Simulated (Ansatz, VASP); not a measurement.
## SnO2: VASP beside Ansatz

```
Sn O
1.0
     3.15755    0.00000    0.00000
    -1.57878    2.73452    0.00000
     0.00000    0.00000   10.16050
Sn O
2 4
Direct
  0.96101 0.00000 0.50000
  0.03899 0.00000 0.00000
  0.62718 0.33333 0.40179
  0.70615 0.33333 0.09821
  0.29385 0.66667 0.59821
  0.37282 0.66667 0.90179
```

Change from the starting cell: mode 1 frozen in at -0.127 Å, equal normal strain along x, y and z -0.0167.

Alike in both runs: task single point; functional PBE; dispersion D3(BJ); k mesh 12 × 12 × 4; occupations gaussian, width 0.05 eV; no spin polarisation.

```csv
,VASP,Ansatz
version,VASP 6.6.1,Ansatz 0.2.0
potentials or method,"VASP PAW PBE potentials, release 64 (Sn_d, O), cutoff 520 eV","scalar-relativistic, plane waves, PAW"
valence electrons in the cell,52,52
```

Ansatz gave:

- gap on the k mesh at the Fermi level (eV): 2.41
- least direct gap on the mesh (eV): 2.85
- pressure (GPa): 7.7
- traceless stress, the component that is largest in VASP (GPa): -3.18
- rms of the force components (eV/Å): 0.286

Q: Estimate VASP's values.

A: gap on the k mesh at the Fermi level (eV): 2.39; least direct gap on the mesh (eV): 2.83; pressure (GPa): 8.4; traceless stress, the component that is largest in VASP (GPa): -3.59; rms of the force components (eV/Å): 0.315.

Atom by atom the forces differ by 0.029 eV/Å (rms over components).
